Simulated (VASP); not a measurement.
# SnO2 (I4_1/amd) in VASP: notebook

The runs below take SnO2 through single point, with LDA.

Everything below comes from runs of VASP 6.6.1. Logs are shortened: lines on timing, memory, paths and dates and some standing lists are left out, and cuts for length are marked.

### 1 The cell of the first run

Symmetry: I4_1/amd, No. 141, tetragonal system. Conventional cell: a = 3.899 Å, b = 3.899 Å, c = 8.859 Å, α = 90.00°, β = 90.00°, γ = 90.00°. Sn (site symmetry -4m2) has 6 O at 1.96 to 1.99 Å within 2.6 Å. O (site symmetry 2mm) has 3 Sn at 1.96 to 1.99 Å and 6 O at 2.63 to 2.79 Å within 2.8 Å.

### 2 Single point, LDA (11.23 Å³/atom)

Input file INCAR:

```
SYSTEM = SnO2
PREC     = Accurate       ! precision mode
ENCUT    = 520            ! plane-wave cutoff, eV
EDIFF    = 1E-7           ! SCF threshold, eV
ISMEAR   = 0              ! smearing method
SIGMA    = 0.05           ! smearing width, eV
LREAL    = .False.        ! projectors in reciprocal space
LASPH    = .True.         ! aspherical terms in the spheres
NELM     = 100            ! most SCF steps
ALGO     = Normal         ! electronic algorithm
ISIF     = 2              ! what is computed and relaxed
LWAVE    = .False.        ! write WAVECAR
LCHARG   = .True.         ! write CHGCAR
LELF     = .True.         ! ELF
LVHAR    = .True.       
NBANDS   = 35             ! bands
```

Input file KPOINTS:

```
Automatic mesh
0
Gamma
  10 10 10
  0 0 0
```

Input file POSCAR:

```
SnO2
1.0
   -1.9497068760      1.9497068760      4.4297340222
    1.9497068760     -1.9497068760      4.4297340222
    1.9497068760      1.9497068760     -4.4297340222
Sn O
2 4
Direct
    0.7500000000      0.2500000000      0.5000000000
    0.0000000000      0.0000000000      0.0000000000
    0.7754342819      0.7754342819      0.0000000000
    0.9745657181      0.4745657181      0.5000000000
    0.2245657181      0.2245657181      0.0000000000
    0.5254342819      0.0254342819      0.5000000000
```

Potentials or basis: VASP PAW LDA potentials, release 64 (Sn_d, O).

The run is started by

```bash
$ cat potpaw_LDA.64/Sn_d/POTCAR potpaw_LDA.64/O/POTCAR > POTCAR
$ mpirun -np 1 vasp_std > vasp.out
```

OUTCAR:

```text
SYSTEM = SnO2
   PREC = Accurate
   ENCUT = 520
   EDIFF = 1E-7
   ISMEAR = 0
   LREAL = .False.
   LASPH = .True.
   NELM = 100
   ISIF = 2

 ion  position               nearest neighbor table
   1  0.750  0.250  0.500-   5 1.96   3 1.96   3 1.96   5 1.96   4 1.99   6 1.99   2 2.95   2 2.95
                             2 2.95   2 2.95
   2  0.000  0.000  0.000-   4 1.96   6 1.96   6 1.96   4 1.96   3 1.99   5 1.99   1 2.95   1 2.95
                             1 2.95   1 2.95
   3  0.775  0.775  0.000-   1 1.96   1 1.96   2 1.99
   4  0.975  0.475  0.500-   2 1.96   2 1.96   1 1.99
   5  0.225  0.225  0.000-   1 1.96   1 1.96   2 1.99
   6  0.525  0.025  0.500-   2 1.96   2 1.96   1 1.99

  LATTYP: Found a body centered tetragonal cell.
 ALAT       =     3.8994137520
 C/A-ratio  =     2.2720000000

  Lattice vectors:

 A1 = (  -1.9497068760,   1.9497068760,   4.4297340222)
 A2 = (   1.9497068760,  -1.9497068760,   4.4297340222)
 A3 = (   1.9497068760,   1.9497068760,  -4.4297340222)

Analysis of symmetry for initial positions (statically):
=====================================================================
 Subroutine PRICEL returns:
 Original cell was already a primitive cell.

 Routine SETGRP: Setting up the symmetry group for a
 body centered tetragonal supercell.

 Subroutine GETGRP returns: Found 16 space group operations
 (whereof  8 operations were pure point group operations)
 out of a pool of 16 trial point group operations.

The static configuration has the point symmetry D_2d.
 The point group associated with its full space group is D_4h.

Analysis of symmetry for dynamics (positions and initial velocities):
=====================================================================
 Subroutine PRICEL returns:
 Original cell was already a primitive cell.

 Routine SETGRP: Setting up the symmetry group for a
 body centered tetragonal supercell.

 Subroutine GETGRP returns: Found 16 space group operations
 (whereof  8 operations were pure point group operations)
 out of a pool of 16 trial point group operations.

The dynamic configuration has the point symmetry D_2d.
 The point group associated with its full space group is D_4h.

 Subroutine INISYM returns: Found 16 space group operations
 (whereof  8 operations are pure point group operations),
 and found     1 'primitive' translations

----------------------------------------------------------------------------------------

                                     Primitive cell

  volume of cell :      67.3560

  direct lattice vectors                    reciprocal lattice vectors
    -1.949706876  1.949706876  4.429734022     0.000000000  0.256448806  0.112873594
     1.949706876 -1.949706876  4.429734022     0.256448806  0.000000000  0.112873594
     1.949706876  1.949706876 -4.429734022     0.256448806  0.256448806  0.000000000

  length of vectors
     5.217782797  5.217782797  5.217782797     0.280190004  0.280190004  0.362673379

  position of ions in fractional coordinates (direct lattice)
     0.750000000  0.250000000  0.500000000
     0.000000000  0.000000000  0.000000000
     0.775434282  0.775434282  0.000000000
     0.974565718  0.474565718  0.500000000
     0.224565718  0.224565718  0.000000000
     0.525434282  0.025434282  0.500000000

  ion indices of the primitive-cell ions
   primitive index   ion index
                 1           1
                 2           2
                 3           3
                 4           4
                 5           5
                 6           6

----------------------------------------------------------------------------------------

 KPOINTS: Automatic mesh

Automatic generation of k-mesh.
 Grid dimensions read from file:
 generate k-points for:   10   10   10

 Generating k-lattice:

  Cartesian coordinates                     Fractional coordinates (reciprocal lattice)
     0.000000000  0.025644881  0.011287359     0.100000000  0.000000000 -0.000000000
     0.025644881  0.000000000  0.011287359     0.000000000  0.100000000 -0.000000000
     0.025644881  0.025644881  0.000000000     0.000000000  0.000000000  0.100000000

  Length of vectors
     0.028019000  0.028019000  0.036267338

  Shift w.r.t. Gamma in fractional coordinates (k-lattice)
     0.000000000  0.000000000  0.000000000

 Subroutine IBZKPT returns following result:
 ===========================================

 Found    102 irreducible k-points:

 Following reciprocal coordinates:
            Coordinates               Weight
  0.000000  0.000000  0.000000      1.000000
  0.100000  0.000000  0.000000      8.000000
  0.200000  0.000000  0.000000      8.000000
  0.300000  0.000000  0.000000      8.000000
  0.400000 -0.000000  0.000000      8.000000
  0.500000  0.000000 -0.000000      4.000000
[... 16 lines left out ...]
  0.300000  0.300000  0.000000      8.000000
  0.400000  0.300000  0.000000     16.000000
 [... further k-points ...]
   k-points           NKPTS =    102   k-points in BZ     NKDIM =    102   number of bands    NBANDS=     35
   number of dos      NEDOS =    301   number of ions     NIONS =      6
   total plane-waves  NPLWV =  64000
   dimension x,y,z NGX =    40 NGY =   40 NGZ =   40
   dimension x,y,z NGXF=    80 NGYF=   80 NGZF=   80
   ions per type =               2   4
   NGX,Y,Z   is equivalent  to a cutoff of  12.74, 12.74, 12.74 a.u.
   NGXF,Y,Z  is equivalent  to a cutoff of  25.49, 25.49, 25.49 a.u.
 SYSTEM =  SnO2
   PREC   = accura    normal or accurate (medium, high low for compatibility)
   ISTART =      0    job   : 0-new  1-cont  2-samecut
   ICHARG =      2    charge: 1-file 2-atom 10-const
   ISPIN  =      1    spin polarized calculation?
   LNONCOLLINEAR =      F non collinear calculations
   LSORBIT =      F    spin-orbit coupling
   LASPH  =      T    aspherical Exc in radial PAW
   ENCUT  =  520.0 eV  38.22 Ry    6.18 a.u.   9.70  9.70  9.70*2*pi/ulx,y,z
   NELM   =    100;   NELMIN=  2; NELMDL= -5     # of ELM steps
   EDIFF  = 0.1E-06   stopping-criterion for ELM
   LREAL  =      F    real-space projection
   EDIFFG = 0.1E-05   stopping-criterion for IOM
   NSW    =      0    number of steps for IOM
   IBRION =     -1    ionic relax: 0-MD 1-quasi-New 2-CG
   NFREE  =      0    steps in history (QN), initial steepest desc. (CG)
   ISIF   =      2    stress and relaxation
   ISYM   =      2    0-nonsym 1-usesym 2-fastsym
   POTIM  = 0.5000    time-step for ionic-motion
   TEBEG  =    0.0;   TEEND  =   0.0 temperature during run
   PSTRESS=    0.0 pullay stress
   NELECT =      52.0000    total number of electrons
   NUPDOWN=      -1.0000    fix difference up-down
   EMIN   =  10.00;   EMAX   =-10.00  energy-range for DOS
   EFERMI =   0.00;   METHOD = LEGACY
   ISMEAR =     0;   SIGMA  =   0.05  broadening in eV -4-tet -1-fermi 0-gaus
   EFERMI_NEDOS =   21; number of points for ismear=-14 and -15
   IALGO  =     38    algorithm
   IMIX   =      4    mixing-type and parameters
     AMIX     =   0.40;   BMIX     =  1.00
     AMIX_MAG =   1.60;   BMIX_MAG =  1.00
  volume/ion in A,a.u.               =      11.23        75.76
  Fermi-wavevector in a.u.,A,eV,Ry     =   1.501818  2.838024 30.687342  2.255456
  Thomas-Fermi vector in A             =   2.613139
   LORBIT       =      0    0 simple, 1 ext, 2 COOP (PROOUT), +10 PAW based schemes
   GGA     = CA    functional components
   LHFCALC =     F    Hartree Fock is set to
   AEXX    =    0.0000 exact exchange contribution
   IVDW    =     0    specifies the selected vdW correction
   LEPSILON=     F    determine dielectric tensor
   LRPA    =     F    only Hartree local field effects (RPA)
 non-spin polarized calculation
 Gauss-broadening in eV      SIGMA  =   0.05
  energy-cutoff  :      520.00
  volume of cell :       67.36
 maximum number of plane-waves:      1842
   NGX = 19   NGY = 19   NGZ = 19

 number of electron      52.0000006 magnetization

 Free energy of the ion-electron system (eV)
  ---------------------------------------------------
  ext. energy  EPLUGINS =         0.00000000
  ---------------------------------------------------
  free energy    TOTEN  =       -40.30053719 eV

  energy without entropy =      -40.30053719  energy(sigma->0) =      -40.30053719

 E-fermi :   6.4197     XC(G=0): -11.9768

 val. band max:        6.1900734055   @ k =   0.3000   0.3000   0.2000
 cond. band min:       9.1448942981   @ k =   0.0000   0.0000   0.0000
 fundamental gap:      2.9548208926
 Fermi energy:         6.4197164663

 k-point     1 :       0.0000    0.0000    0.0000
  band No.  band energies     occupation
      1     -14.9879      2.00000
      2     -14.7465      2.00000
      3     -14.5586      2.00000
      4     -13.6734      2.00000
      5     -13.4267      2.00000
      6     -13.4267      2.00000
[... 27 lines left out ...]
     34      18.9017      0.00000
     35      18.9172      0.00000

 k-point     2 :       0.1000    0.0000    0.0000
  band No.  band energies     occupation
      1     -14.9808      2.00000
      2     -14.6958      2.00000
      3     -14.5426      2.00000
      4     -13.6583      2.00000
      5     -13.4324      2.00000
      6     -13.4237      2.00000
[... 27 lines left out ...]
     34      18.7809      0.00000
     35      18.8460      0.00000

 k-point     3 :       0.2000    0.0000    0.0000
  band No.  band energies     occupation
      1     -14.9616      2.00000
      2     -14.6057      2.00000
      3     -14.4520      2.00000
      4     -13.6304      2.00000
      5     -13.4462      2.00000
      6     -13.4160      2.00000
[... 27 lines left out ...]
     34      18.6583      0.00000
     35      19.2174      0.00000
[... 723 lines left out ...]
 k-point    23 :       0.3000    0.3000    0.0000
  band No.  band energies     occupation
      1     -14.6937      2.00000
      2     -14.4574      2.00000
      3     -13.9596      2.00000
      4     -13.5706      2.00000
      5     -13.3823      2.00000
      6     -13.3702      2.00000
[... 27 lines left out ...]
     34      18.5998      0.00000
     35      19.2754      0.00000

 k-point    24 :       0.4000    0.3000    0.0000
  band No.  band energies     occupation
      1     -14.5980      2.00000
      2     -14.3759      2.00000
      3     -13.8448      2.00000
      4     -13.6077      2.00000
      5     -13.3760      2.00000
      6     -13.3303      2.00000
[... 27 lines left out ...]
     34      18.4843      0.00000
     35      19.4169      0.00000

 [... further k-points ...]

------------------------ aborting loop because EDIFF is reached ----------------------------------------

  FORCE on cell =-STRESS in cart. coord.  units (eV):
  Direction    XX          YY          ZZ          XY          YZ          ZX
  --------------------------------------------------------------------------------------
  -------------------------------------------------------------------------------------
  Total       14.1888704     14.1888704     16.0189289      0.0000000      0.0000000      0.0000000
  in kB      337.5064810    337.5064810    381.0375421      0.0000000      0.0000000      0.0000000
  external PRESSURE =     352.0168347 kB  Pullay stress =       0.0000000 kB

 VOLUME and BASIS-vectors are now :
 -----------------------------------------------------------------------------
  energy-cutoff  :      520.00
  volume of cell :       67.36
      direct lattice vectors                 reciprocal lattice vectors
    -1.949706876  1.949706876  4.429734022     0.000000000  0.256448806  0.112873594
     1.949706876 -1.949706876  4.429734022     0.256448806  0.000000000  0.112873594
     1.949706876  1.949706876 -4.429734022     0.256448806  0.256448806  0.000000000

 POSITION                                       TOTAL-FORCE (eV/Angst)
 -----------------------------------------------------------------------------------
      0.00000      1.94971      2.21487         0.000000      0.000000     -0.000000
      0.00000      0.00000      0.00000         0.000000      0.000000     -0.000000
      0.00000      0.00000      6.86994        -0.000000      0.000000     -0.093615
      0.00000      1.94971      4.20440         0.000000     -0.000000      0.093615
      0.00000      0.00000      1.98953        -0.000000      0.000000      0.093615
      0.00000      1.94971      0.22533         0.000000     -0.000000     -0.093615
 -----------------------------------------------------------------------------------
    total drift:                                0.000000      0.000000     -0.000000

  FREE ENERGIE OF THE ION-ELECTRON SYSTEM (eV)
  ---------------------------------------------------
  free  energy   TOTEN  =       -40.3005371900 eV

  energy  without entropy=      -40.3005371900  energy(sigma->0) =      -40.30053719
```

Wall time 3.2 min (1 thread of AMD EPYC 9R45 (Zen 5), shared host); peak memory 0.29 GiB.

What came out:

| Property | Result |
| --- | --- |
| Free energy | -40.3005 eV |
| Pressure | 35.2 GPa |
| Largest force | 0.094 eV/Å |
| Band gap on the k mesh | 2.95 eV (least direct gap 3.93 eV) |

Forces in eV/Å, atoms in the order of the input:
```
Sn   0.000  0.000  0.000
Sn   0.000  0.000  0.000
O    0.000  0.000 -0.094
O    0.000  0.000  0.094
O    0.000  0.000  0.094
O    0.000  0.000 -0.094
```

Stress tensor (GPa, compression positive):
```
33.75  0.00  0.00
 0.00 33.75  0.00
 0.00  0.00 38.10
```

Caveat: the cell stands under pressure; spin-orbit coupling is left out, which moves the levels of the heavy elements.

### 3 Single point, LDA (11.23 Å³/atom)

Input file INCAR:

```
SYSTEM = SnO2
  PREC = Accurate
  ENCUT = 520
  EDIFF = 1E-6
  ISMEAR = 0
  SIGMA = 0.05
  LREAL = .False.
  LASPH = .True.
  NELM = 60
  ALGO = Normal
  ISIF = 2
  LWAVE = .False.
  LCHARG = .False.
  NBANDS = 35
```

Input file KPOINTS:

```
regular mesh
0
Gamma
  10 10 10
  0 0 0
```

Input file POSCAR:

```
SnO2
1.0
   -1.8729015435      1.8729015435      4.8004992020
    1.8729015435     -1.8729015435      4.8004992020
    1.8729015435      1.8729015435     -4.8004992020
Sn O
2 4
Direct
    0.7500000000      0.2500000000      0.5000000000
    0.0000000000      0.0000000000      0.0000000000
    0.7901458688      0.7901458688      0.0000000000
    0.9598541312      0.4598541312      0.5000000000
    0.2098541312      0.2098541312      0.0000000000
    0.5401458688      0.0401458688      0.5000000000
```

Potentials or basis: VASP PAW LDA potentials, release 64 (Sn_d, O).

The run is started by

```bash
$ cat potpaw_LDA.64/Sn_d/POTCAR potpaw_LDA.64/O/POTCAR > POTCAR
$ mpirun -np 1 vasp_std > vasp.out
```

It took 3.5 min on 1 thread of AMD EPYC 9R45 (Zen 5), shared host; peak memory 0.3 GiB.

It converged, with:

```
Free energy            : -40.0997 eV
Pressure               : 46.2 GPa
Largest force          : 0.053 eV/Å
Band gap on the k mesh : 3.48 eV (least direct gap 4.25 eV)
```

Forces in eV/Å, atoms in the order of the input:
```
Sn   0.000  0.000  0.000
Sn   0.000  0.000  0.000
O    0.000  0.000 -0.053
O    0.000  0.000  0.053
O    0.000  0.000  0.053
O    0.000  0.000 -0.053
```

Stress tensor (GPa, compression positive):
```
50.46  0.00  0.00
 0.00 50.46  0.00
 0.00  0.00 37.79
```

Levels at points of the mesh, in eV from the valence-band top:
```
           k point  band 23  band 24  band 25  band 26  band 27  band 28  band 29  band 30
(0.00, 0.00, 0.00)    -0.92    -0.92    -0.76    -0.76     3.48     7.12     9.90    10.75
(0.50, 0.00, 0.00)    -1.11    -1.04    -0.80    -0.43     7.06     7.83     8.95     9.84
(0.50, 0.50, 0.00)    -0.71    -0.71    -0.01    -0.01     8.47     8.47     9.48     9.48
(0.50, 0.50, 0.50)    -1.25    -1.25    -0.60    -0.60     5.97     5.97     8.04     8.04
```

Caveat: the stress differs along the axes, from 38 to 50 GPa; spin-orbit coupling is left out, which moves the levels of the heavy elements. A k mesh can miss the band edges.
